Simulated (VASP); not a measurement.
# GaP (qlda) (F-43m) in VASP: single point with LDA

Aim: the single point of GaP (qlda) with LDA.

Program: VASP 6.6.1. These are calculated values, not measurements. Logs are shortened: lines on timing, memory, paths and dates and some standing lists are left out, and cuts for length are marked.

## (1) The cell of the first run

It takes space group F-43m (No. 216, cubic). The conventional cell has a = 5.391 Å, b = 5.391 Å, c = 5.391 Å, α = 90.00°, β = 90.00°, γ = 90.00°. Within 3.1 Å of Ga (site symmetry -43m) lie 4 P at 2.33 Å. P (site symmetry -43m) has 4 Ga at 2.33 Å within 3.1 Å.

## (2) Single point, LDA

INCAR reads:

```
PREC = Accurate
ENCUT = 520
EDIFF = 1E-6
ISMEAR = 0
SIGMA = 0.02
LREAL = False
LASPH = True
NELM = 60
ALGO = Normal
ISIF = 2
LWAVE = False
LCHARG = True
LELF = True
LVHAR = True
NBANDS = 16
```

KPOINTS reads:

```
regular mesh
0
Gamma
  8 8 8
```

POSCAR reads:

```
GaP
1.0
    0.0000000000      2.6957094390      2.6957094390
    2.6957094390      0.0000000000      2.6957094390
    2.6957094390      2.6957094390      0.0000000000
Ga P
1 1
Direct
    0.0000000000      0.0000000000      0.0000000000
    0.7500000000      0.7500000000      0.7500000000
```

Potentials or basis: VASP PAW LDA potentials, release 64 (Ga_d, P).

The run is started by

```console
cat potpaw_LDA.64/Ga_d/POTCAR potpaw_LDA.64/P/POTCAR > POTCAR
mpirun -np 1 vasp_std > vasp.out
```

OUTCAR:

```text
PREC = Accurate
   ENCUT = 520
   EDIFF = 1E-6
   ISMEAR = 0
   LREAL = False
   LASPH = True
   NELM = 60
   ISIF = 2

 ion  position               nearest neighbor table
   1  0.000  0.000  0.000-   2 2.33   2 2.33   2 2.33   2 2.33
   2  0.750  0.750  0.750-   1 2.33   1 2.33   1 2.33   1 2.33

  LATTYP: Found a face centered cubic cell.
 ALAT       =     5.3914188780

  Lattice vectors:

 A1 = (   0.0000000000,   2.6957094390,   2.6957094390)
 A2 = (   2.6957094390,   0.0000000000,   2.6957094390)
 A3 = (   2.6957094390,   2.6957094390,   0.0000000000)

Analysis of symmetry for initial positions (statically):
=====================================================================
 Subroutine PRICEL returns:
 Original cell was already a primitive cell.

 Routine SETGRP: Setting up the symmetry group for a
 face centered cubic supercell.

 Subroutine GETGRP returns: Found 24 space group operations
 (whereof 24 operations were pure point group operations)
 out of a pool of 48 trial point group operations.

The static configuration has the point symmetry T_d .

Analysis of symmetry for dynamics (positions and initial velocities):
=====================================================================
 Subroutine PRICEL returns:
 Original cell was already a primitive cell.

 Routine SETGRP: Setting up the symmetry group for a
 face centered cubic supercell.

 Subroutine GETGRP returns: Found 24 space group operations
 (whereof 24 operations were pure point group operations)
 out of a pool of 48 trial point group operations.

The dynamic configuration has the point symmetry T_d .

 Subroutine INISYM returns: Found 24 space group operations
 (whereof 24 operations are pure point group operations),
 and found     1 'primitive' translations

----------------------------------------------------------------------------------------

                                     Primitive cell

  volume of cell :      39.1786

  direct lattice vectors                    reciprocal lattice vectors
     0.000000000  2.695709439  2.695709439    -0.185479931  0.185479931  0.185479931
     2.695709439  0.000000000  2.695709439     0.185479931 -0.185479931  0.185479931
     2.695709439  2.695709439  0.000000000     0.185479931  0.185479931 -0.185479931

  length of vectors
     3.812308849  3.812308849  3.812308849     0.321260664  0.321260664  0.321260664

  position of ions in fractional coordinates (direct lattice)
     0.000000000  0.000000000  0.000000000
     0.750000000  0.750000000  0.750000000

  ion indices of the primitive-cell ions
   primitive index   ion index
                 1           1
                 2           2

----------------------------------------------------------------------------------------

 KPOINTS: regular mesh

Automatic generation of k-mesh.
 Grid dimensions read from file:
 generate k-points for:    8    8    8

 Generating k-lattice:

  Cartesian coordinates                     Fractional coordinates (reciprocal lattice)
    -0.023184991  0.023184991  0.023184991     0.125000000  0.000000000  0.000000000
     0.023184991 -0.023184991  0.023184991     0.000000000  0.125000000  0.000000000
     0.023184991  0.023184991 -0.023184991     0.000000000  0.000000000  0.125000000

  Length of vectors
     0.040157583  0.040157583  0.040157583

  Shift w.r.t. Gamma in fractional coordinates (k-lattice)
     0.000000000  0.000000000  0.000000000

 Subroutine IBZKPT returns following result:
 ===========================================

 Found     29 irreducible k-points:

 Following reciprocal coordinates:
            Coordinates               Weight
  0.000000  0.000000  0.000000      1.000000
  0.125000  0.000000  0.000000      8.000000
  0.250000  0.000000  0.000000      8.000000
  0.375000  0.000000  0.000000      8.000000
  0.500000  0.000000  0.000000      4.000000
  0.125000  0.125000  0.000000      6.000000
[... 16 lines left out ...]
  0.500000  0.250000  0.125000     48.000000
 -0.375000  0.250000  0.125000     24.000000
 [... further k-points ...]
   k-points           NKPTS =     29   k-points in BZ     NKDIM =     29   number of bands    NBANDS=     16
   number of dos      NEDOS =    301   number of ions     NIONS =      2
   total plane-waves  NPLWV =  21952
   dimension x,y,z NGX =    28 NGY =   28 NGZ =   28
   dimension x,y,z NGXF=    56 NGYF=   56 NGZF=   56
   ions per type =               1   1
   NGX,Y,Z   is equivalent  to a cutoff of  12.21, 12.21, 12.21 a.u.
   NGXF,Y,Z  is equivalent  to a cutoff of  24.42, 24.42, 24.42 a.u.
 SYSTEM =  unknown system
   PREC   = accura    normal or accurate (medium, high low for compatibility)
   ISTART =      0    job   : 0-new  1-cont  2-samecut
   ICHARG =      2    charge: 1-file 2-atom 10-const
   ISPIN  =      1    spin polarized calculation?
   LNONCOLLINEAR =      F non collinear calculations
   LSORBIT =      F    spin-orbit coupling
   LASPH  =      T    aspherical Exc in radial PAW
   ENCUT  =  520.0 eV  38.22 Ry    6.18 a.u.   7.09  7.09  7.09*2*pi/ulx,y,z
   NELM   =     60;   NELMIN=  2; NELMDL= -5     # of ELM steps
   EDIFF  = 0.1E-05   stopping-criterion for ELM
   LREAL  =      F    real-space projection
   EDIFFG = 0.1E-04   stopping-criterion for IOM
   NSW    =      0    number of steps for IOM
   IBRION =     -1    ionic relax: 0-MD 1-quasi-New 2-CG
   NFREE  =      0    steps in history (QN), initial steepest desc. (CG)
   ISIF   =      2    stress and relaxation
   ISYM   =      2    0-nonsym 1-usesym 2-fastsym
   POTIM  = 0.5000    time-step for ionic-motion
   TEBEG  =    0.0;   TEEND  =   0.0 temperature during run
   PSTRESS=    0.0 pullay stress
   NELECT =      18.0000    total number of electrons
   NUPDOWN=      -1.0000    fix difference up-down
   EMIN   =  10.00;   EMAX   =-10.00  energy-range for DOS
   EFERMI =   0.00;   METHOD = LEGACY
   ISMEAR =     0;   SIGMA  =   0.02  broadening in eV -4-tet -1-fermi 0-gaus
   EFERMI_NEDOS =   21; number of points for ismear=-14 and -15
   IALGO  =     38    algorithm
   IMIX   =      4    mixing-type and parameters
     AMIX     =   0.40;   BMIX     =  1.00
     AMIX_MAG =   1.60;   BMIX_MAG =  1.00
  volume/ion in A,a.u.               =      19.59       132.20
  Fermi-wavevector in a.u.,A,eV,Ry     =   1.263230  2.387159 21.711513  1.595751
  Thomas-Fermi vector in A             =   2.396598
   LORBIT       =      0    0 simple, 1 ext, 2 COOP (PROOUT), +10 PAW based schemes
   GGA     = CA    functional components
   LHFCALC =     F    Hartree Fock is set to
   AEXX    =    0.0000 exact exchange contribution
   IVDW    =     0    specifies the selected vdW correction
   LEPSILON=     F    determine dielectric tensor
   LRPA    =     F    only Hartree local field effects (RPA)
 non-spin polarized calculation
 Gauss-broadening in eV      SIGMA  =   0.02
  energy-cutoff  :      520.00
  volume of cell :       39.18
 maximum number of plane-waves:      1067
   NGX = 15   NGY = 15   NGZ = 15

 number of electron      17.9999998 magnetization

 Free energy of the ion-electron system (eV)
  ---------------------------------------------------
  ext. energy  EPLUGINS =         0.00000000
  ---------------------------------------------------
  free energy    TOTEN  =       -10.45076855 eV

  energy without entropy =      -10.45076855  energy(sigma->0) =      -10.45076855

 E-fermi :   4.9423     XC(G=0): -10.3105

 val. band max:        4.8477663904   @ k =   0.0000   0.0000   0.0000
 cond. band min:       6.2776015488   @ k =   0.5000   0.5000   0.0000
 fundamental gap:      1.4298351584
 Fermi energy:         4.9422559423

 k-point     1 :       0.0000    0.0000    0.0000
  band No.  band energies     occupation
      1      -9.9178      2.00000
      2      -9.9178      2.00000
      3      -9.9178      2.00000
      4      -9.8095      2.00000
      5      -9.8095      2.00000
      6      -7.9122      2.00000
[... 8 lines left out ...]
     15      14.6918      0.00000
     16      14.6918      0.00000

 k-point     2 :       0.1250    0.0000    0.0000
  band No.  band energies     occupation
      1      -9.9324      2.00000
      2      -9.9127      2.00000
      3      -9.9127      2.00000
      4      -9.8096      2.00000
      5      -9.8096      2.00000
      6      -7.7011      2.00000
[... 8 lines left out ...]
     15      14.0094      0.00000
     16      14.4230      0.00000

 k-point     3 :       0.2500    0.0000    0.0000
  band No.  band energies     occupation
      1      -9.9643      2.00000
      2      -9.9017      2.00000
      3      -9.9017      2.00000
      4      -9.8082      2.00000
      5      -9.8082      2.00000
      6      -7.1008      2.00000
[... 8 lines left out ...]
     15      13.8101      0.00000
     16      14.6115      0.00000

 k-point     4 :       0.3750    0.0000    0.0000
  band No.  band energies     occupation
      1      -9.9929      2.00000
      2      -9.8934      2.00000
      3      -9.8934      2.00000
      4      -9.8041      2.00000
      5      -9.8041      2.00000
      6      -6.2527      2.00000
[... 8 lines left out ...]
     15      15.0511      0.00000
     16      15.0511      0.00000

 k-point     5 :       0.5000    0.0000    0.0000
  band No.  band energies     occupation
      1     -10.0041      2.00000
      2      -9.8909      2.00000
      3      -9.8909      2.00000
      4      -9.8014      2.00000
      5      -9.8014      2.00000
      6      -5.7191      2.00000
[... 8 lines left out ...]
     15      16.6184      0.00000
     16      16.6184      0.00000

 k-point     6 :       0.1250    0.1250    0.0000
  band No.  band energies     occupation
      1      -9.9418      2.00000
      2      -9.9078      2.00000
      3      -9.9078      2.00000
      4      -9.8142      2.00000
      5      -9.8060      2.00000
      6      -7.6312      2.00000
[... 8 lines left out ...]
     15      14.8117      0.00000
     16      14.9407      0.00000

 k-point     7 :       0.2500    0.1250    0.0000
  band No.  band energies     occupation
      1      -9.9667      2.00000
      2      -9.8986      2.00000
      3      -9.8963      2.00000
      4      -9.8177      2.00000
      5      -9.8027      2.00000
      6      -7.1598      2.00000
[... 8 lines left out ...]
     15      14.9089      0.00000
     16      15.9010      0.00000

 k-point     8 :       0.3750    0.1250    0.0000
  band No.  band energies     occupation
      1      -9.9915      2.00000
      2      -9.8914      2.00000
      3      -9.8868      2.00000
      4      -9.8158      2.00000
      5      -9.7996      2.00000
      6      -6.3762      2.00000
[... 8 lines left out ...]
     15      15.6246      0.00000
     16      15.7911      0.00000

 k-point     9 :       0.5000    0.1250    0.0000
  band No.  band energies     occupation
      1     -10.0050      2.00000
      2      -9.8885      2.00000
      3      -9.8836      2.00000
      4      -9.8091      2.00000
      5      -9.8000      2.00000
      6      -5.6391      2.00000
[... 8 lines left out ...]
     15      16.6192      0.00000
     16      16.8284      0.00000
[... 172 lines left out ...]
 k-point    19 :       0.5000    0.3750    0.0000
  band No.  band energies     occupation
      1     -10.0331      2.00000
      2      -9.8572      2.00000
      3      -9.8517      2.00000
      4      -9.8419      2.00000
      5      -9.7891      2.00000
      6      -4.9978      2.00000
[... 8 lines left out ...]
     15      16.9570      0.00000
     16      18.1947      0.00000

 k-point    20 :      -0.3750    0.3750    0.0000
  band No.  band energies     occupation
      1     -10.0242      2.00000
      2      -9.8681      2.00000
      3      -9.8561      2.00000
      4      -9.8315      2.00000
      5      -9.7961      2.00000
      6      -4.7897      2.00000
[... 8 lines left out ...]
     15      15.2814      0.00000
     16      19.6607      0.00000

 k-point    21 :       0.5000    0.5000    0.0000
  band No.  band energies     occupation
      1     -10.0417      2.00000
      2      -9.8502      2.00000
      3      -9.8463      2.00000
      4      -9.8463      2.00000
      5      -9.7855      2.00000
      6      -4.7553      2.00000
[... 8 lines left out ...]
     15      17.3558      0.00000
     16      17.9166      0.00000

 k-point    22 :       0.3750    0.2500    0.1250
  band No.  band energies     occupation
      1      -9.9883      2.00000
      2      -9.8888      2.00000
      3      -9.8843      2.00000
      4      -9.8218      2.00000
      5      -9.7996      2.00000
      6      -6.5893      2.00000
[... 8 lines left out ...]
     15      16.0338      0.00000
     16      17.2609      0.00000

 k-point    23 :       0.5000    0.2500    0.1250
  band No.  band energies     occupation
      1     -10.0041      2.00000
      2      -9.8850      2.00000
      3      -9.8743      2.00000
      4      -9.8196      2.00000
      5      -9.7997      2.00000
      6      -5.7864      2.00000
[... 8 lines left out ...]
     15      16.4106      0.00000
     16      17.7195      0.00000

 k-point    24 :      -0.3750    0.2500    0.1250
  band No.  band energies     occupation
      1     -10.0099      2.00000
      2      -9.8846      2.00000
      3      -9.8708      2.00000
      4      -9.8156      2.00000
      5      -9.8016      2.00000
      6      -5.2881      2.00000
[... 8 lines left out ...]
     15      16.8434      0.00000
     16      17.4322      0.00000

 [... further k-points ...]
[... 5 lines left out ...]
  --------------------------------------------------------------------------------------
  -------------------------------------------------------------------------------------
  Total        0.0172829      0.0172829      0.0172829      0.0000000      0.0000000      0.0000000
  in kB        0.7067697      0.7067697      0.7067697      0.0000000      0.0000000      0.0000000
  external PRESSURE =       0.7067697 kB  Pullay stress =       0.0000000 kB

 VOLUME and BASIS-vectors are now :
 -----------------------------------------------------------------------------
  energy-cutoff  :      520.00
  volume of cell :       39.18
      direct lattice vectors                 reciprocal lattice vectors
     0.000000000  2.695709439  2.695709439    -0.185479931  0.185479931  0.185479931
     2.695709439  0.000000000  2.695709439     0.185479931 -0.185479931  0.185479931
     2.695709439  2.695709439  0.000000000     0.185479931  0.185479931 -0.185479931

 POSITION                                       TOTAL-FORCE (eV/Angst)
 -----------------------------------------------------------------------------------
      0.00000      0.00000      0.00000         0.000000     -0.000000      0.000000
      4.04356      4.04356      4.04356        -0.000000      0.000000     -0.000000
 -----------------------------------------------------------------------------------
    total drift:                               -0.000000     -0.000000     -0.000000

  FREE ENERGIE OF THE ION-ELECTRON SYSTEM (eV)
  ---------------------------------------------------
  free  energy   TOTEN  =       -10.4507685471 eV

  energy  without entropy=      -10.4507685471  energy(sigma->0) =      -10.45076855
```

It took 7.4 s on 1 thread of Intel Xeon 6975P-C (Granite Rapids), shared host; peak memory 0.14 GiB.

Results:

* Free energy: -10.4508 eV
* Pressure: 0.1 GPa
* Band gap on the k mesh: 1.43 eV, indirect (least direct gap 1.91 eV)

Levels at points of the mesh, in eV from the valence-band top:
```tsv
k point	band 6	band 7	band 8	band 9	band 10	band 11	band 12	band 13
(0.00, 0.00, 0.00)	-12.76	0.00	0.00	0.00	1.91	3.78	3.78	3.78
(0.50, 0.00, 0.00)	-10.57	-6.90	-1.18	-1.18	1.62	4.62	4.62	8.11
(0.50, 0.50, 0.00)	-9.60	-7.00	-2.82	-2.82	1.43	1.65	10.70	10.70
```

A k mesh can miss the band edges. As with any semilocal functional, this LDA gap is likely too small.
